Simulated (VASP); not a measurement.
# Si2W (P2_1/m) in VASP: single point with PBE

Aim: the single point of Si2W with PBE.

All numbers are computed with VASP 6.6.1; they aren't measurements. Logs are shortened: lines on timing, memory, paths and dates and some standing lists are left out, and cuts for length are marked.

**1. The cell of the first run**

Symmetry: P2_1/m, No. 11, monoclinic system. The conventional cell has a = 3.229 Å, b = 3.229 Å, c = 15.747 Å, α = 90.00°, β = 92.35°, γ = 90.00°. Si (site symmetry m) has 9 Si at 2.60 to 3.23 Å and 5 W at 2.63 Å within 3.4 Å. Si (site symmetry m) has 5 Si at 2.31 to 3.08 Å and 5 W at 2.63 to 2.71 Å within 3.1 Å. Si (site symmetry m) has 9 Si at 2.60 to 3.23 Å and 5 W at 2.63 Å within 3.4 Å. Within 3.4 Å of Si (site symmetry m) lie 9 Si at 2.60 to 3.23 Å and 5 W at 2.63 Å. Within 3.5 Å of W (site symmetry m) lie 10 Si at 2.63 Å and 4 W at 3.23 Å. Within 3.5 Å of W (site symmetry m) lie 10 Si at 2.63 to 2.71 Å and 4 W at 3.23 Å.

**2. Single point, PBE**

Contents of INCAR:

```
PREC = Accurate ; ENCUT = 520
EDIFF = 1E-6 ; ISMEAR = 0
SIGMA = 0.15 ; LREAL = False
LASPH = True ; NELM = 80
ALGO = Fast ; ISIF = 2
LWAVE = False ; LCHARG = False
GGA = PE ; NBANDS = 56
```

Contents of KPOINTS:

```
regular mesh
0
Gamma
  14 14 3
```

Contents of POSCAR:

```
Si2W
1.0
   -3.2289953163      0.0000000000      0.0000000000
    0.0000000000     -3.2289953163      0.0000000000
   -0.6457990633      0.0000000000     15.7336556345
Si W
8 4
Direct
    0.4415425595      0.5000000000      0.2922872027
    0.9915425595      1.0000000000      0.0422872027
    0.3415425595      0.5000000000      0.7922872027
    0.8915425595      1.0000000000      0.5422872027
    0.4084574405      0.5000000000      0.4577127973
    0.9584574405      1.0000000000      0.2077127973
    0.3084574405      0.5000000000      0.9577127973
    0.8584574405      1.0000000000      0.7077127973
    0.3750000000      0.5000000000      0.6250000000
    0.9250000000      1.0000000000      0.3750000000
    0.4750000000      0.5000000000      0.1250000000
    0.8250000000      1.0000000000      0.8750000000
```

Potentials or basis: VASP PAW PBE potentials, release 64 (Si, W_sv).

Command:

```bash
cat potpaw_PBE.64/Si/POTCAR potpaw_PBE.64/W_sv/POTCAR > POTCAR
mpirun -np 1 vasp_std > vasp.out
```

OUTCAR:

```text
PREC = Accurate
   ENCUT = 520
   EDIFF = 1E-6
   ISMEAR = 0
   LREAL = False
   LASPH = True
   NELM = 80
   ISIF = 2
   GGA = PE

 ion  position               nearest neighbor table
   1  0.442  0.500  0.292-   5 2.60  10 2.63  10 2.63  10 2.63  10 2.63  11 2.63   6 2.64   6 2.64
                             6 2.64   6 2.64
   2  0.992  0.000  0.042-   7 2.31   7 2.31   6 2.60  11 2.63  11 2.63  11 2.63  11 2.63  12 2.71
                             7 3.08   7 3.08
   3  0.342  0.500  0.792-   7 2.60  12 2.63  12 2.63  12 2.63  12 2.63   9 2.63   8 2.64   8 2.64
                             8 2.64   8 2.64
   4  0.892  0.000  0.542-   8 2.60   9 2.63   9 2.63   9 2.63   9 2.63  10 2.63   5 2.64   5 2.64
                             5 2.64   5 2.64
   5  0.408  0.500  0.458-   1 2.60  10 2.63  10 2.63  10 2.63  10 2.63   9 2.63   4 2.64   4 2.64
                             4 2.64   4 2.64
   6  0.958  0.000  0.208-   2 2.60  11 2.63  11 2.63  11 2.63  11 2.63  10 2.63   1 2.64   1 2.64
                             1 2.64   1 2.64
   7  0.308  0.500  0.958-   2 2.31   2 2.31   3 2.60  12 2.63  12 2.63  12 2.63  12 2.63  11 2.71
                             2 3.08   2 3.08
   8  0.858  0.000  0.708-   4 2.60   9 2.63   9 2.63   9 2.63   9 2.63  12 2.63   3 2.64   3 2.64
                             3 2.64   3 2.64
   9  0.375  0.500  0.625-   4 2.63   8 2.63   4 2.63   8 2.63   4 2.63   4 2.63   8 2.63   8 2.63
                             5 2.63   3 2.63
  10  0.925  0.000  0.375-   1 2.63   1 2.63   5 2.63   5 2.63   5 2.63   5 2.63   1 2.63   1 2.63
                             4 2.63   6 2.63
  11  0.475  0.500  0.125-   6 2.63   6 2.63   2 2.63   2 2.63   2 2.63   2 2.63   6 2.63   6 2.63
                             1 2.63   7 2.71
  12  0.825  0.000  0.875-   7 2.63   7 2.63   3 2.63   3 2.63   3 2.63   3 2.63   7 2.63   7 2.63
                             8 2.63   2 2.71

  LATTYP: Found a simple monoclinic cell.
 ALAT       =     3.2289953163
 B/A-ratio  =     1.0000000000
 C/A-ratio  =     4.8767192748
 COS(beta)  =    -0.0410111775

  Lattice vectors:

 A1 = (  -3.2289953163,   0.0000000000,   0.0000000000)
 A2 = (   0.0000000000,   3.2289953163,   0.0000000000)
 A3 = (   0.6457990633,   0.0000000000, -15.7336556345)

Analysis of symmetry for initial positions (statically):
=====================================================================
 Subroutine PRICEL returns:
 Original cell was already a primitive cell.

 Routine SETGRP: Setting up the symmetry group for a
 simple monoclinic supercell.

 Subroutine GETGRP returns: Found  4 space group operations
 (whereof  2 operations were pure point group operations)
 out of a pool of  4 trial point group operations.

The static configuration has the point symmetry C_1h.
 The point group associated with its full space group is C_2h.

Analysis of symmetry for dynamics (positions and initial velocities):
=====================================================================
 Subroutine PRICEL returns:
 Original cell was already a primitive cell.

 Routine SETGRP: Setting up the symmetry group for a
 simple monoclinic supercell.

 Subroutine GETGRP returns: Found  4 space group operations
 (whereof  2 operations were pure point group operations)
 out of a pool of  4 trial point group operations.

The dynamic configuration has the point symmetry C_1h.
 The point group associated with its full space group is C_2h.

 Subroutine INISYM returns: Found  4 space group operations
 (whereof  2 operations are pure point group operations),
 and found     1 'primitive' translations

----------------------------------------------------------------------------------------

                                     Primitive cell

  volume of cell :     164.0456

  direct lattice vectors                    reciprocal lattice vectors
    -3.228995316  0.000000000  0.000000000    -0.309693853  0.000000000 -0.012711604
     0.000000000 -3.228995316  0.000000000     0.000000000 -0.309693853  0.000000000
    -0.645799063  0.000000000 15.733655634     0.000000000  0.000000000  0.063558020

  length of vectors
     3.228995316  3.228995316 15.746903697     0.309954621  0.309693853  0.063558020

  position of ions in fractional coordinates (direct lattice)
     0.441542560  0.500000000  0.292287203
     0.991542559  0.000000000  0.042287203
     0.341542559  0.500000000  0.792287203
     0.891542560  0.000000000  0.542287203
     0.408457441  0.500000000  0.457712797
     0.958457440  0.000000000  0.207712797
     0.308457440  0.500000000  0.957712797
     0.858457440  0.000000000  0.707712797
     0.375000000  0.500000000  0.625000000
     0.925000000  0.000000000  0.375000000
     0.475000000  0.500000000  0.125000000
     0.825000000  0.000000000  0.875000000

  ion indices of the primitive-cell ions
   primitive index   ion index
                 1           1
                 2           2
                 3           3
                 4           4
                 5           5
                 6           6
                 7           7
                 8           8
                 9           9
                10          10
                11          11
                12          12

----------------------------------------------------------------------------------------

 KPOINTS: regular mesh

Automatic generation of k-mesh.
 Grid dimensions read from file:
 generate k-points for:   14   14    3

 Generating k-lattice:

  Cartesian coordinates                     Fractional coordinates (reciprocal lattice)
    -0.022120989  0.000000000 -0.000907972     0.071428571  0.000000000 -0.000000000
     0.000000000 -0.022120989  0.000000000     0.000000000  0.071428571  0.000000000
     0.000000000  0.000000000  0.021186007     0.000000000  0.000000000  0.333333333

  Length of vectors
     0.022139616  0.022120989  0.021186007

  Shift w.r.t. Gamma in fractional coordinates (k-lattice)
     0.000000000  0.000000000  0.000000000

 Subroutine IBZKPT returns following result:
 ===========================================

 Found    176 irreducible k-points:

 Following reciprocal coordinates:
            Coordinates               Weight
  0.000000  0.000000  0.000000      1.000000
  0.071429  0.000000  0.000000      2.000000
  0.142857  0.000000  0.000000      2.000000
  0.214286  0.000000  0.000000      2.000000
  0.285714  0.000000  0.000000      2.000000
  0.357143  0.000000  0.000000      2.000000
[... 16 lines left out ...]
  0.428571  0.142857  0.000000      4.000000
  0.500000  0.142857  0.000000      2.000000
 [... further k-points ...]
   k-points           NKPTS =    176   k-points in BZ     NKDIM =    176   number of bands    NBANDS=     56
   number of dos      NEDOS =    301   number of ions     NIONS =     12
   total plane-waves  NPLWV =  69120
   dimension x,y,z NGX =    24 NGY =   24 NGZ =  120
   dimension x,y,z NGXF=    48 NGYF=   48 NGZF=  240
   ions per type =               8   4
   NGX,Y,Z   is equivalent  to a cutoff of  12.36, 12.36, 12.67 a.u.
   NGXF,Y,Z  is equivalent  to a cutoff of  24.71, 24.71, 25.34 a.u.
 SYSTEM =  unknown system
   PREC   = accura    normal or accurate (medium, high low for compatibility)
   ISTART =      0    job   : 0-new  1-cont  2-samecut
   ICHARG =      2    charge: 1-file 2-atom 10-const
   ISPIN  =      1    spin polarized calculation?
   LNONCOLLINEAR =      F non collinear calculations
   LSORBIT =      F    spin-orbit coupling
   LASPH  =      T    aspherical Exc in radial PAW
   ENCUT  =  520.0 eV  38.22 Ry    6.18 a.u.   6.00  6.00 29.28*2*pi/ulx,y,z
   NELM   =     80;   NELMIN=  2; NELMDL= -5     # of ELM steps
   EDIFF  = 0.1E-05   stopping-criterion for ELM
   LREAL  =      F    real-space projection
   EDIFFG = 0.1E-04   stopping-criterion for IOM
   NSW    =      0    number of steps for IOM
   IBRION =     -1    ionic relax: 0-MD 1-quasi-New 2-CG
   NFREE  =      0    steps in history (QN), initial steepest desc. (CG)
   ISIF   =      2    stress and relaxation
   ISYM   =      2    0-nonsym 1-usesym 2-fastsym
   POTIM  = 0.5000    time-step for ionic-motion
   TEBEG  =    0.0;   TEEND  =   0.0 temperature during run
   PSTRESS=    0.0 pullay stress
   NELECT =      88.0000    total number of electrons
   NUPDOWN=      -1.0000    fix difference up-down
   EMIN   =  10.00;   EMAX   =-10.00  energy-range for DOS
   EFERMI =   0.00;   METHOD = LEGACY
   ISMEAR =     0;   SIGMA  =   0.15  broadening in eV -4-tet -1-fermi 0-gaus
   EFERMI_NEDOS =   21; number of points for ismear=-14 and -15
   IALGO  =     68    algorithm
   IMIX   =      4    mixing-type and parameters
     AMIX     =   0.40;   BMIX     =  1.00
     AMIX_MAG =   1.60;   BMIX_MAG =  1.00
  volume/ion in A,a.u.               =      13.67        92.25
  Fermi-wavevector in a.u.,A,eV,Ry     =   1.330192  2.513698 24.074284  1.769410
  Thomas-Fermi vector in A             =   2.459297
   LORBIT       =      0    0 simple, 1 ext, 2 COOP (PROOUT), +10 PAW based schemes
   GGA     = PE    functional components
   LHFCALC =     F    Hartree Fock is set to
   AEXX    =    0.0000 exact exchange contribution
   IVDW    =     0    specifies the selected vdW correction
   LEPSILON=     F    determine dielectric tensor
   LRPA    =     F    only Hartree local field effects (RPA)
 non-spin polarized calculation
 RMM-DIIS sequential band-by-band and
 Gauss-broadening in eV      SIGMA  =   0.15
  energy-cutoff  :      520.00
  volume of cell :      164.05
 maximum number of plane-waves:      4464
   NGX = 13   NGY = 13   NGZ = 59

 number of electron      88.0000004 magnetization

 Free energy of the ion-electron system (eV)
  ---------------------------------------------------
  ext. energy  EPLUGINS =         0.00000000
  ---------------------------------------------------
  free energy    TOTEN  =       -98.22937896 eV

  energy without entropy =      -98.21420485  energy(sigma->0) =      -98.22179190

 E-fermi :  11.7051     XC(G=0): -12.4564

 val. band max:       11.6971928510   @ k =   0.5000   0.2143   0.0000
 cond. band min:      11.7195806645   @ k =   0.5000   0.5000   0.0000
 fundamental gap:      0.0223878134
 Fermi energy:        11.7051056686

 k-point     1 :       0.0000    0.0000    0.0000
  band No.  band energies     occupation
      1     -62.1654      2.00000
      2     -62.1653      2.00000
      3     -62.1392      2.00000
      4     -62.1391      2.00000
      5     -26.4648      2.00000
      6     -26.4603      2.00000
[... 48 lines left out ...]
     55      14.7863      0.00000
     56      15.2121      0.00000

 k-point     2 :       0.0714    0.0000    0.0000
  band No.  band energies     occupation
      1     -62.1650      2.00000
      2     -62.1650      2.00000
      3     -62.1388      2.00000
      4     -62.1388      2.00000
      5     -26.4681      2.00000
      6     -26.4641      2.00000
[... 48 lines left out ...]
     55      15.1803      0.00000
     56      15.2812      0.00000

 k-point     3 :       0.1429    0.0000    0.0000
  band No.  band energies     occupation
      1     -62.1641      2.00000
      2     -62.1640      2.00000
      3     -62.1379      2.00000
      4     -62.1378      2.00000
      5     -26.4804      2.00000
      6     -26.4775      2.00000
[... 1172 lines left out ...]
 k-point    23 :       0.4286    0.1429    0.0000
  band No.  band energies     occupation
      1     -62.1575      2.00000
      2     -62.1574      2.00000
      3     -62.1312      2.00000
      4     -62.1312      2.00000
      5     -26.5935      2.00000
      6     -26.5915      2.00000
[... 48 lines left out ...]
     55      15.0969      0.00000
     56      15.2806      0.00000

 k-point    24 :       0.5000    0.1429    0.0000
  band No.  band energies     occupation
      1     -62.1571      2.00000
      2     -62.1571      2.00000
      3     -62.1309      2.00000
      4     -62.1309      2.00000
      5     -26.6024      2.00000
      6     -26.6005      2.00000
[... 48 lines left out ...]
     55      15.1299      0.00000
     56      15.5001      0.00000

 [... further k-points ...]
[... 5 lines left out ...]
  --------------------------------------------------------------------------------------
  -------------------------------------------------------------------------------------
  Total        0.9463312      2.5599925      2.3651486      0.0000000      0.0000000      6.7428377
  in kB        9.2424963     25.0025793     23.0996047      0.0000000      0.0000000     65.8550102
  external PRESSURE =      19.1148934 kB  Pullay stress =       0.0000000 kB

 VOLUME and BASIS-vectors are now :
 -----------------------------------------------------------------------------
  energy-cutoff  :      520.00
  volume of cell :      164.05
      direct lattice vectors                 reciprocal lattice vectors
    -3.228995316  0.000000000  0.000000000    -0.309693853  0.000000000 -0.012711604
     0.000000000 -3.228995316  0.000000000     0.000000000 -0.309693853  0.000000000
    -0.645799063  0.000000000 15.733655634     0.000000000  0.000000000  0.063558020

 POSITION                                       TOTAL-FORCE (eV/Angst)
 -----------------------------------------------------------------------------------
     -1.61450     -1.61450      4.59875        -0.017542      0.000000     -0.103801
     -3.22900      0.00000      0.66533         1.757685      0.000000      1.423151
     -1.61450     -1.61450     12.46557         0.028415      0.000000     -0.037066
     -3.22900      0.00000      8.53216         0.009284      0.000000     -0.023590
     -1.61450     -1.61450      7.20150        -0.009284      0.000000      0.023590
     -3.22900      0.00000      3.26808        -0.028415      0.000000      0.037066
     -1.61450     -1.61450     15.06832        -1.757685      0.000000     -1.423151
     -3.22900      0.00000     11.13491         0.017542      0.000000      0.103801
     -1.61450     -1.61450      9.83353         0.020969      0.000000     -0.000344
     -3.22900      0.00000      5.90012        -0.020969      0.000000      0.000344
     -1.61450     -1.61450      1.96671         1.260048      0.000000      0.171196
     -3.22900      0.00000     13.76695        -1.260048      0.000000     -0.171196
 -----------------------------------------------------------------------------------
    total drift:                               -0.000018     -0.000000      0.000003

  FREE ENERGIE OF THE ION-ELECTRON SYSTEM (eV)
  ---------------------------------------------------
  free  energy   TOTEN  =       -98.2293789585 eV

  energy  without entropy=      -98.2142048452  energy(sigma->0) =      -98.22179190
```

Wall time 42 min (1 thread of Oxide Virtual Turin-like, shared host); peak memory 1 GiB.

What came out:

| Property | Result |
| --- | --- |
| Free energy | -98.2294 eV |
| Pressure | 1.9 GPa |
| Largest force | 2.262 eV/Å |
| Band gap on the k mesh | zero (bands 44 and 45 overlap by 0.98 eV) |

Forces in eV/Å, atoms in the order of the input:
```
Si  -0.018  0.000 -0.104
Si   1.758  0.000  1.423
Si   0.028  0.000 -0.037
Si   0.009  0.000 -0.024
Si  -0.009  0.000  0.024
Si  -0.028  0.000  0.037
Si  -1.758  0.000 -1.423
Si   0.018  0.000  0.104
W    0.021  0.000  0.000
W   -0.021  0.000  0.000
W    1.260  0.000  0.171
W   -1.260  0.000 -0.171
```

Caveat: spin-orbit coupling is left out, which moves the levels of the heavy elements; forces of over 1 eV/Å act on the atoms, so gaps and moduli don't describe the material at rest.
